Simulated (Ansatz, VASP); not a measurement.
## B2W: VASP beside Ansatz

```
B W
1.0
     2.98788    0.00000    0.00000
    -1.49394    2.58758    0.00000
     0.00000    0.00000    3.30424
B W
2 1
Direct
  0.33333 0.66667 0.50000
  0.66667 0.33333 0.50000
  0.00000 0.00000 0.00000
```

Alike in both runs: functional LDA; k mesh 18 × 18 × 12; occupations gaussian, width 0.1 eV; no spin polarisation.

Ansatz relaxed the structure, and its values are those at the end. VASP's run is a single point on that final structure, the one shown.

```csv
,VASP,Ansatz
version,VASP 6.6.1,Ansatz 0.2.0
potentials or method,"VASP PAW LDA potentials, release 64 (B, W_sv), cutoff 520 eV","scalar-relativistic, plane waves, PAW"
valence electrons in the cell,20,20
```

|  | VASP | Ansatz | Ansatz less VASP |
| --- | --- | --- | --- |
| gap on the k mesh at the Fermi level (eV) | none | none | - |
| pressure (GPa) | 1.6 | 0.0 | -1.64 |

LDA's correlation is that of Perdew and Zunger in VASP and of Perdew and Wang (1992) in Ansatz. A gap of «none» marks a metal or a gap that the smearing closes.

Neither program's run includes spin-orbit coupling.
